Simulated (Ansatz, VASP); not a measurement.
# ZnS: VASP beside Ansatz

The input POSCAR:

```
ZnS
1.0
    3.8110000000      0.0000000000      0.0000000000
   -1.9055000000      3.3004228100      0.0000000000
    0.0000000000      0.0000000000      6.2340000000
Zn S
2 2
Direct
    0.3224896590      0.6560729330      0.0062660600
    0.6684934567      0.3371971646      0.5027463973
    0.3406357313      0.6921902908      0.3698756470
    0.6777524137      0.3215340114      0.8817449643
```

File INCAR.step1:

```
ALGO = Normal
EDIFF = 1E-5
ENCUT = 550
GGA = PE
GGA_COMPAT = False
ISMEAR = 0
LASPH = True
LCHARG = False
LREAL = False
LWAVE = True
NBANDS = 26
NELM = 120
PREC = Accurate
SIGMA = 0.1
```

File INCAR.step2:

```
ALGO = Normal
EDIFF = 1E-6
ENCUT = 550
GGA_COMPAT = False
ISIF = 2
ISMEAR = 0
ISTART = 1
LASPH = True
LCHARG = False
LMIXTAU = True
LREAL = False
LWAVE = False
METAGGA = R2SCAN
NBANDS = 26
NELM = 120
PREC = Accurate
SIGMA = 0.1
```

The input KPOINTS:

```
k-points
0
Gamma
  2 2 1
```

Input for Ansatz:

```yaml
crystal:
  lattice:
    - [3.811, 0.0, 0.0]
    - [-1.9055, 3.30042281, 0.0]
    - [0.0, 0.0, 6.234]
  atoms:
    - { symbol: Zn, position: [0.32248965896604076, 0.6560729329749859, 0.006266059984361831] }
    - { symbol: Zn, position: [0.6684934566726315, 0.33719716463139665, 0.5027463972807467] }
    - { symbol: S, position: [0.34063573131580654, 0.6921902907756785, 0.3698756470463464] }
    - { symbol: S, position: [0.6777524136924963, 0.32153401137725107, 0.8817449643450671] }
basis:
  ecutwfc: 550.0
kpoints:
  mp_grid:
    grid: [2, 2, 1]
hamiltonian:
  xc: r2scan
  pseudopotentials:
    kind: paw
scf:
  n_extra_bands: 4
  self_checks: high
  occupations:
    method: gaussian
    width: 0.1
output:
  forces: true
```

Alike in both runs: task single point; functional r2SCAN; k mesh 2 × 2 × 1; occupations gaussian, width 0.1 eV; no spin polarisation.

```csv
,VASP,Ansatz
version,VASP 6.6.1,Ansatz 0.2.0
potentials or method,"VASP PAW PBE potentials, release 64 (Zn, S), cutoff 550 eV","plane waves, PAW"
valence electrons in the cell,36,36
```

```csv
,VASP,Ansatz,Ansatz less VASP
gap on the k mesh at the Fermi level (eV),2.71,2.70,-0.010
rms of the force components (eV/Å),0.373,0.371,-0.0018
```

VASP's potentials were made for PBE, not for r2SCAN. Atom by atom the forces differ by 0.006 eV/Å (rms over components).

The k mesh is coarse, so the values compare programs but aren't converged.
